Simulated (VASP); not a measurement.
Input of a VASP 6.6.1 run:

The input INCAR:

```
PREC = Accurate
ENCUT = 520
EDIFF = 1E-6
ISMEAR = -1
SIGMA = 0.05
LREAL = F
LASPH = T
NELM = 120
ALGO = Normal
ISIF = 2
LWAVE = F
LCHARG = F
GGA = PE
IVDW = 12
NBANDS = 58
GGA_COMPAT = F
```

File KPOINTS:

```
Automatic mesh
0
Gamma
  1 1 1
```

POSCAR

```
H18CO9
1.0
    6.4704780000      0.0000000000      0.0000000000
    0.0000000000      6.4704780000      0.0000000000
    0.0000000000      0.0000000000      6.4704780000
O H C
9 18 1
Direct
    0.8541872795      0.7231614109      0.3946076318
    1.1041069918      0.0302450607      0.5100550531
    0.6688377582      0.2360412940      0.3382439443
    0.1186002023      0.3980695089      0.1678546778
    0.4741844420     -0.1520598633      0.6960073120
    0.5672842099      0.6202169299      0.9671155670
    0.2484360506      0.9762339042      1.0317012128
    0.4163370929      0.7092829927      0.3391094136
   -0.1125264625      0.3118471309      0.7510727955
    0.8123202026      0.5897091374      0.3926139614
    0.7502536907      0.8017491134      0.4421929879
    1.0774319919      0.1115682644      0.6359653800
    1.0416541096     -0.0925433948      0.5196833990
    0.5650741723      0.2351758247      0.4423011716
    0.5928310088      0.1716101963      0.2050544025
    0.2303693792      0.5033631209      0.2214828642
    0.1068390929      0.3207954652      0.3067161344
    0.3439313139     -0.1317986090      0.6411272861
    0.4380974636     -0.2432123253      0.8123356574
    0.6449755335      0.7094993600      0.8732430587
    0.5810080801      0.4604760267      0.9511507496
    0.1820731019      1.1213236487      1.1002741992
    0.1109346172      0.8851587162      1.0478823976
    0.3552751435      0.7884425231      0.2280202483
    0.5389710003      0.6312671181      0.2975668876
   -0.0491153822      0.6195523731      0.7508564282
    0.1788894113      0.4625778806      0.7461581664
    0.0045591686      0.4611405834      0.7579810951
```

Potentials or basis: VASP PAW PBE potentials, release 64 (O, H, C).

Launch:

```bash
$ cat potpaw_PBE.64/O/POTCAR potpaw_PBE.64/H/POTCAR potpaw_PBE.64/C/POTCAR > POTCAR
$ mpirun -np 1 vasp_gam > vasp.out
```

Question: Predict the pressure.

Answer: 1.3 GPa.

Question: Predict the largest force.

Answer: 6.193 eV/Å.

Forces in eV/Å, atoms in the order of the input:
```
O    5.094  1.176 -1.452
O    3.091  5.367  0.057
O   -0.669 -0.960 -3.791
O    1.728  0.153  2.986
O    2.228 -0.085  1.309
O    0.062 -3.105  1.271
O   -4.538  1.162  1.999
O   -0.654 -1.406  0.737
O    0.732  0.564  0.287
H   -1.081 -4.108 -0.171
H   -3.959  2.811  1.715
H   -0.364 -0.556 -0.357
H   -2.699 -4.601  0.127
H   -0.935 -0.284  0.879
H    1.485  1.203  2.940
H   -1.082 -0.912 -0.850
H   -0.464  0.486 -1.703
H   -2.287  1.111 -1.919
H   -0.250  0.400 -0.142
H    0.739 -1.119 -0.057
H    0.476  2.990 -0.391
H    1.634 -2.616 -1.509
H    2.593  1.682 -0.299
H    0.484  0.531 -0.899
H   -0.682  0.585 -0.751
H   -0.731  0.787  0.356
H   -0.363 -0.847  0.159
C    0.412 -0.407 -0.530
```

Caveat: the k points lie up to 0.97 Å⁻¹ apart.
